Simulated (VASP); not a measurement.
# Pb (C2/m) in VASP: notebook, part 2 of 2

VASP 6.6.1.

## 5. Single point, PBEsol+D3(BJ)

This run uses another cell than the first one, of 28.56 Å³/atom, 1.286 times its volume.

Input file INCAR:

```
PREC     = Accurate       # precision mode
ENCUT    = 520            # plane-wave cutoff, eV
EDIFF    = 1E-6           # SCF threshold, eV
ISMEAR   = -1             # smearing method
SIGMA    = 0.05           # smearing width, eV
LREAL    = F              # projectors in reciprocal space
LASPH    = T              # aspherical terms in the spheres
NELM     = 80             # most SCF steps
ALGO     = Fast           # electronic algorithm
ISIF     = 2              # what is computed and relaxed
LWAVE    = F              # write WAVECAR
LCHARG   = F              # write CHGCAR
GGA      = PS             # functional
IVDW     = 12             # dispersion correction
NBANDS   = 21             # bands
```

Input file KPOINTS:

```
regular mesh
0
Gamma
  9 9 5
```

Input file POSCAR:

```
Pb
1.0
    2.9537878514     -1.7195044851     -0.5261205550
    2.9537878514      1.7195044851     -0.5261205550
   -3.1117717788      0.0000000000      6.1782682516
Pb
2
Direct
    1.0000007730      1.0000007730      0.7500005306
   -0.0000007730     -0.0000007730      0.2499994694
```

Potentials or basis: VASP PAW PBE potentials, release 64 (Pb_d).

Launch:

```console
$ cat potpaw_PBE.64/Pb_d/POTCAR > POTCAR
$ mpirun -np 1 vasp_std > vasp.out
```

OUTCAR:

```text
PREC = Accurate
   ENCUT = 520
   EDIFF = 1E-6
   ISMEAR = -1
   LREAL = F
   LASPH = T
   NELM = 80
   ISIF = 2
   GGA = PS
   IVDW = 12
 IVDW          = 12

 ion  position               nearest neighbor table
   1  0.000  0.000  0.750-   2 3.39   2 3.39   2 3.39   2 3.39   2 3.46   2 3.46
   2  1.000  1.000  0.250-   1 3.39   1 3.39   1 3.39   1 3.39   1 3.46   1 3.46

  Warning from LATTYP: Got some problem with cell dimensions!
  Tried to take original basis but could not verify dimensions!
  LATTYP: Found a base centered monoclinic cell.
 ALAT       =     6.0005551441
 B/A-ratio  =     0.5731151348
 C/A-ratio  =     0.9730588359
 COS(beta)  =    -0.3174567919

  Lattice vectors:

 A1 = (  -2.9537878514,   1.7195044851,   0.5261205550)
 A2 = (  -2.9537878514,  -1.7195044851,   0.5261205550)
 A3 = (   2.7958039240,   0.0000000000,   5.1260271416)

Analysis of symmetry for initial positions (statically):
=====================================================================
 Subroutine PRICEL returns following result:

  Warning from LATTYP: Got some problem with cell dimensions!
  Tried to take original basis but could not verify dimensions!
  LATTYP: Found a base centered monoclinic cell.
 ALAT       =     5.8389074426
 B/A-ratio  =     0.5889815867
 C/A-ratio  =     0.5923771718
 COS(beta)  =    -0.5686863549

  Lattice vectors:

 A1 = (  -1.3979077929,   1.7195044851,  -2.5630185004)
 A2 = (  -1.3979077929,  -1.7195044851,  -2.5630185004)
 A3 = (  -1.5558800585,   0.0000000000,   3.0891390554)

   2 primitive cells build up your supercell.

 Routine SETGRP: Setting up the symmetry group for a
 base centered monoclinic supercell.

 Subroutine GETGRP returns: Found  4 space group operations
 (whereof  4 operations were pure point group operations)
 out of a pool of  4 trial point group operations.

[... 140 lines left out ...]
   EMIN   =  10.00;   EMAX   =-10.00  energy-range for DOS
   EFERMI =   0.00;   METHOD = LEGACY
   ISMEAR =    -1;   SIGMA  =   0.05  broadening in eV -4-tet -1-fermi 0-gaus
   EFERMI_NEDOS =   21; number of points for ismear=-14 and -15
   IALGO  =     68    algorithm
   IMIX   =      4    mixing-type and parameters
     AMIX     =   0.40;   BMIX     =  1.00
     AMIX_MAG =   1.60;   BMIX_MAG =  1.00
  volume/ion in A,a.u.               =      28.56       192.76
  Fermi-wavevector in a.u.,A,eV,Ry     =   1.290748  2.439159 22.667706  1.666029
  Thomas-Fermi vector in A             =   2.422560
   LORBIT       =      0    0 simple, 1 ext, 2 COOP (PROOUT), +10 PAW based schemes
   GGA     = PS    functional components
   LHFCALC =     F    Hartree Fock is set to
   AEXX    =    0.0000 exact exchange contribution
   IVDW    =    12    specifies the selected vdW correction
   LEPSILON=     F    determine dielectric tensor
   LRPA    =     F    only Hartree local field effects (RPA)
 non-spin polarized calculation
 RMM-DIIS sequential band-by-band and
  energy-cutoff  :      520.00
  volume of cell :       57.13
 maximum number of plane-waves:      1559
 NGX is ok and might be reduce to    28
   NGX = 13   NGY = 13   NGZ = 25

 number of electron      28.0000002 magnetization

 Free energy of the ion-electron system (eV)
  ---------------------------------------------------
  ext. energy  EPLUGINS =         0.00000000
  ---------------------------------------------------
  free energy    TOTEN  =        -7.99051155 eV

  energy without entropy =       -7.98420916  energy(sigma->0) =       -7.98736036

 E-fermi :   7.7563     XC(G=0): -10.6309

 val. band max:        7.7489520407   @ k =  -0.4444   0.2222   0.0000
 cond. band min:       7.7611920982   @ k =   0.4444   0.1111   0.4000
 fundamental gap:      0.0122400575
 Fermi energy:         7.7562695676

 k-point     1 :       0.0000    0.0000    0.0000
  band No.  band energies     occupation
      1      -9.3000      2.00000
      2      -9.2673      2.00000
      3      -9.2564      2.00000
      4      -9.2371      2.00000
      5      -9.2302      2.00000
      6      -9.2275      2.00000
[... 565 lines left out ...]
     20      14.5693      0.00000
     21      16.8824      0.00000

 [... further k-points ...]

------------------------ aborting loop because EDIFF is reached ----------------------------------------

 Edisp (eV)   -0.93940

 E8    (eV) :    -0.6867

  FORCE on cell =-STRESS in cart. coord.  units (eV):
  Direction    XX          YY          ZZ          XY          YZ          ZX
  --------------------------------------------------------------------------------------
  -------------------------------------------------------------------------------------
  Total      -0.00488    -0.00886    -0.00670     0.00000     0.00000    -0.00341
  in kB      -0.13686    -0.24848    -0.18780     0.00000     0.00000    -0.09567
  external pressure =       -0.19 kB  Pullay stress =        0.00 kB

 VOLUME and BASIS-vectors are now :
 -----------------------------------------------------------------------------
  energy-cutoff  :      520.00
  volume of cell :       57.13
      direct lattice vectors                 reciprocal lattice vectors
     2.953787851 -1.719504485 -0.526120555     0.185956572 -0.290781446  0.093659646
     2.953787851  1.719504485 -0.526120555     0.185956572  0.290781446  0.093659646
    -3.111771779  0.000000000  6.178268252     0.031670873  0.000000000  0.177809134

 POSITION                                       TOTAL-FORCE (eV/Angst)
 -----------------------------------------------------------------------------------
     -2.33383      0.00000      4.63370         0.000000      0.000000     -0.000000
      5.12963      0.00000      0.49232         0.000000      0.000000      0.000000
 -----------------------------------------------------------------------------------
    total drift:                                0.000000      0.000000     -0.000000

  FREE ENERGIE OF THE ION-ELECTRON SYSTEM (eV)
  ---------------------------------------------------
  free  energy   TOTEN  =        -8.9299152416 eV

  energy  without entropy=       -8.9236128552  energy(sigma->0) =       -8.92676405
```

OSZICAR:

```text
N       E                     dE             d eps       ncg     rms          rms(c)
DAV:   1     0.293276671977E+03    0.29328E+03   -0.14325E+04  4838   0.166E+03
DAV:   2     0.128712888760E+02   -0.28041E+03   -0.27374E+03  4855   0.411E+02
DAV:   3    -0.738262031471E+01   -0.20254E+02   -0.20012E+02  5837   0.136E+02
DAV:   4    -0.799893190849E+01   -0.61631E+00   -0.61601E+00  5682   0.264E+01
DAV:   5    -0.802865127337E+01   -0.29719E-01   -0.29719E-01  6483   0.535E+00    0.913E-01
RMM:   6    -0.799813854524E+01    0.30513E-01   -0.44737E-02  5467   0.259E+00    0.437E-01
RMM:   7    -0.799027191888E+01    0.78666E-02   -0.26547E-02  5461   0.160E+00    0.129E-01
RMM:   8    -0.799029052166E+01   -0.18603E-04   -0.71422E-03  6874   0.106E+00    0.209E-02
RMM:   9    -0.799048759093E+01   -0.19707E-03   -0.21933E-03  7245   0.377E-01    0.211E-02
RMM:  10    -0.799051977436E+01   -0.32183E-04   -0.43248E-04  5789   0.305E-01    0.252E-02
RMM:  11    -0.799050076554E+01    0.19009E-04   -0.18093E-04  6369   0.177E-01    0.207E-03
RMM:  12    -0.799051027730E+01   -0.95118E-05   -0.96974E-05  6499   0.843E-02    0.233E-03
RMM:  13    -0.799051227794E+01   -0.20006E-05   -0.14713E-05  5274   0.320E-02    0.330E-03
RMM:  14    -0.799051155064E+01    0.72730E-06   -0.39341E-06  4857   0.263E-02
   1 F= -.89299152E+01 E0= -.89267640E+01  d E =-.630239E-02
```

stdout:

```text
POSCAR found type information on POSCAR Pb
 POSCAR found :  1 types and       2 ions
 scaLAPACK will be used
 -----------------------------------------------------------------------------
|                                                                             |
|                                                                             |
|     You enforced a specific xc type in the INCAR file but a different       |
|     I HOPE YOU KNOW WHAT YOU ARE DOING!                                     |
|                                                                             |
 -----------------------------------------------------------------------------

 LDA part: xc-table for (Slater+PW92), standard interpolation
 POSCAR, INCAR and KPOINTS ok, starting setup
 FFT: planning ... GRIDC
 FFT: planning ... GRID_SOFT
 FFT: planning ... GRID
 WAVECAR not read
 entering main loop
WARNING in EDDRMM: call to ZHEGV failed, returncode =   8  4     21
WARNING in EDDRMM: call to ZHEGV failed, returncode =   8  4     21
WARNING in EDDRMM: call to ZHEGV failed, returncode =   6  3     20
```

Run time: 1.9 min. Hardware: 1 thread of Intel Xeon Platinum 8488C (Sapphire Rapids), shared host; peak memory 0.27 GiB.

Results:

```yaml
Free_energy: -8.9299 eV
Pressure: 0.0 GPa
Band_gap_on_the_k_mesh: zero (band 14 reaches 13.60 eV, above the bottom of band 15 at 6.19 eV)
Dispersion_energy_per_atom: -0.470 eV
```

Caveat: the PAW data sets were made with another functional, which shifts forces and pressure a little; spin-orbit coupling is left out, which moves the levels of the heavy elements; pairwise dispersion overbinds metals, which lowers pressure and volume.

## 6. Single point, PBEsol+D3(BJ)

This run uses another cell than the first one, of 28.70 Å³/atom, 1.292 times its volume.

Input file INCAR:

```
PREC = Accurate
ENCUT = 520
EDIFF = 1E-6
ISMEAR = -1
SIGMA = 0.05
LREAL = F
LASPH = T
NELM = 100
ALGO = Fast
ISIF = 2
LWAVE = F
LCHARG = F
GGA = PS
IVDW = 12
NBANDS = 21
```

KPOINTS is that of step 5.

Input file POSCAR:

```
Pb
1.0
    2.9590874860     -1.7221818523     -0.5273103397
    2.9590874860      1.7221818523     -0.5273103397
   -3.1178479792      0.0000000000      6.1870799748
Pb
2
Direct
    0.9999950758      0.9999950758      0.7500000536
    0.0000049242      0.0000049242      0.2499999464
```

Potentials or basis: VASP PAW PBE potentials, release 64 (Pb_d).

Launch:

```console
$ cat potpaw_PBE.64/Pb_d/POTCAR > POTCAR
$ mpirun -np 1 vasp_std > vasp.out
```

OUTCAR:

```text
PREC = Accurate
   ENCUT = 520
   EDIFF = 1E-6
   ISMEAR = -1
   LREAL = F
   LASPH = T
   NELM = 100
   ISIF = 2
   GGA = PS
   IVDW = 12
 IVDW          = 12

 ion  position               nearest neighbor table
   1  1.000  1.000  0.750-   2 3.39   2 3.39   2 3.39   2 3.39   2 3.46   2 3.46
   2  0.000  0.000  0.250-   1 3.39   1 3.39   1 3.39   1 3.39   1 3.46   1 3.46

  Warning from LATTYP: Got some problem with cell dimensions!
  Tried to take original basis but could not verify dimensions!
  LATTYP: Found a base centered monoclinic cell.
 ALAT       =     6.0114074705
 B/A-ratio  =     0.5729712586
 C/A-ratio  =     0.9726018261
 COS(beta)  =    -0.3175249435

  Lattice vectors:

 A1 = (  -2.9590874860,   1.7221818523,   0.5273103397)
 A2 = (  -2.9590874860,  -1.7221818523,   0.5273103397)
 A3 = (   2.8003269928,   0.0000000000,   5.1324592954)

Analysis of symmetry for initial positions (statically):
=====================================================================
 Subroutine PRICEL returns:
 Original cell was already a primitive cell.

 Routine SETGRP: Setting up the symmetry group for a
 base centered monoclinic supercell.

 Subroutine GETGRP returns: Found  4 space group operations
[... 163 lines left out ...]

  energy without entropy =       -7.98850323  energy(sigma->0) =       -7.99168414

 E-fermi :   7.6996     XC(G=0): -10.6079

 val. band max:        7.6952836489   @ k =  -0.4444   0.2222   0.0000
 cond. band min:       7.7056218503   @ k =   0.4444   0.1111   0.4000
 fundamental gap:      0.0103382014
 Fermi energy:         7.6996052908

 k-point     1 :       0.0000    0.0000    0.0000
  band No.  band energies     occupation
      1      -9.3493      2.00000
      2      -9.3181      2.00000
      3      -9.3074      2.00000
      4      -9.2882      2.00000
      5      -9.2811      2.00000
      6      -9.2784      2.00000
[... 565 lines left out ...]
     20      14.4989      0.00000
     21      16.8242      0.00000

 [... further k-points ...]

------------------------ aborting loop because EDIFF is reached ----------------------------------------

 Edisp (eV)   -0.93485

 E8    (eV) :    -0.6833

  FORCE on cell =-STRESS in cart. coord.  units (eV):
  Direction    XX          YY          ZZ          XY          YZ          ZX
  --------------------------------------------------------------------------------------
  -------------------------------------------------------------------------------------
  Total      -0.09772    -0.10093    -0.09875     0.00000     0.00000    -0.00135
  in kB      -2.72785    -2.81742    -2.75663     0.00000     0.00000    -0.03777
  external pressure =       -2.77 kB  Pullay stress =        0.00 kB

 VOLUME and BASIS-vectors are now :
 -----------------------------------------------------------------------------
  energy-cutoff  :      520.00
  volume of cell :       57.40
      direct lattice vectors                 reciprocal lattice vectors
     2.959087486 -1.722181852 -0.527310340     0.185641685 -0.290329386  0.093550197
     2.959087486  1.722181852 -0.527310340     0.185641685  0.290329386  0.093550197
    -3.117847979  0.000000000  6.187079975     0.031643612  0.000000000  0.177573262

 POSITION                                       TOTAL-FORCE (eV/Angst)
 -----------------------------------------------------------------------------------
      3.57976      0.00000      3.58569         0.000015      0.000000      0.000008
     -0.77943      0.00000      1.54676        -0.000015      0.000000     -0.000008
 -----------------------------------------------------------------------------------
    total drift:                               -0.000000     -0.000000      0.000000

  FREE ENERGIE OF THE ION-ELECTRON SYSTEM (eV)
  ---------------------------------------------------
  free  energy   TOTEN  =        -8.9297194937 eV

  energy  without entropy=       -8.9233576609  energy(sigma->0) =       -8.92653858
```

OSZICAR:

```text
N       E                     dE             d eps       ncg     rms          rms(c)
DAV:   1     0.292595885782E+03    0.29260E+03   -0.14233E+04  4856   0.166E+03
DAV:   2     0.126896167832E+02   -0.27991E+03   -0.27341E+03  4880   0.408E+02
DAV:   3    -0.739770328659E+01   -0.20087E+02   -0.19846E+02  5866   0.135E+02
DAV:   4    -0.800344233618E+01   -0.60574E+00   -0.60549E+00  5751   0.263E+01
DAV:   5    -0.803280580904E+01   -0.29363E-01   -0.29363E-01  6544   0.528E+00    0.903E-01
RMM:   6    -0.800250378071E+01    0.30302E-01   -0.42914E-02  5481   0.255E+00    0.433E-01
RMM:   7    -0.799468229851E+01    0.78215E-02   -0.25453E-02  5436   0.157E+00    0.128E-01
RMM:   8    -0.799465677496E+01    0.25524E-04   -0.64754E-03  6862   0.103E+00    0.205E-02
RMM:   9    -0.799484161901E+01   -0.18484E-03   -0.20425E-03  7141   0.364E-01    0.213E-02
RMM:  10    -0.799486623951E+01   -0.24621E-04   -0.41439E-04  5800   0.302E-01    0.213E-02
RMM:  11    -0.799485494002E+01    0.11299E-04   -0.16283E-04  6435   0.161E-01    0.282E-03
RMM:  12    -0.799486371874E+01   -0.87787E-05   -0.89378E-05  6397   0.832E-02    0.276E-03
RMM:  13    -0.799486569064E+01   -0.19719E-05   -0.15171E-05  5108   0.324E-02    0.348E-03
RMM:  14    -0.799486505794E+01    0.63270E-06   -0.28885E-06  3638   0.228E-02
   1 F= -.89297195E+01 E0= -.89265386E+01  d E =-.636183E-02
```

Wall time 1.8 min (1 thread of Intel Xeon Platinum 8488C (Sapphire Rapids), shared host); peak memory 0.27 GiB.

What came out:

```yaml
Free_energy: -8.9297 eV
Pressure: -0.3 GPa
Band_gap_on_the_k_mesh: zero (band 14 reaches 13.52 eV, above the bottom of band 15 at 6.14 eV)
Dispersion_energy_per_atom: -0.467 eV
```

Levels at points of the mesh, in eV from the Fermi level:
```csv
k point,band 12,band 13,band 14,band 15,band 16,band 17
"(0.00, 0.00, 0.00)",-7.99,-4.43,5.64,5.78,7.46,7.96
```

Caveat: three body term missing; the PAW data sets were made with another functional, which shifts forces and pressure a little; spin-orbit coupling is left out, which moves the levels of the heavy elements; pairwise dispersion overbinds metals, which lowers pressure and volume.

## 7. Overview

| level | cell | gap on the mesh (eV) | pressure (GPa) |
| --- | --- | --- | --- |
| PBEsol | a = 3.156, b = 3.156, c = 6.378 Å, angles 120.7, 120.7, 60.0°, 2 atoms | none | 29.9 |
| PBEsol | a = 3.236, b = 3.236, c = 6.493 Å, angles 120.7, 120.7, 59.7°, 2 atoms | none | 19.9 |
| PBEsol | a = 3.341, b = 3.341, c = 6.701 Å, angles 121.1, 121.1, 59.7°, 2 atoms | none | 9.9 |
| PBEsol+D3(BJ) | a = 3.458, b = 3.458, c = 6.918 Å, angles 121.3, 121.3, 59.6°, 2 atoms | none | 0.0 |
| PBEsol+D3(BJ) | a = 3.464, b = 3.464, c = 6.928 Å, angles 121.4, 121.4, 59.6°, 2 atoms | none | -0.3 |

Alike in all rows: task single point; potentials or basis VASP PAW PBE potentials, release 64 (Pb_d); no spin polarisation; k mesh 9 × 9 × 5; cutoff (eV) 520; smearing fermi-dirac 0.05 eV.

Caveats: the PAW data sets were made with another functional, which shifts forces and pressure a little; spin-orbit coupling is left out, which moves the levels of the heavy elements; pairwise dispersion overbinds metals, which lowers pressure and volume (some runs); three body term missing (some runs).

Total energies depend on the potentials used, so only differences within one code and one set of settings carry meaning.
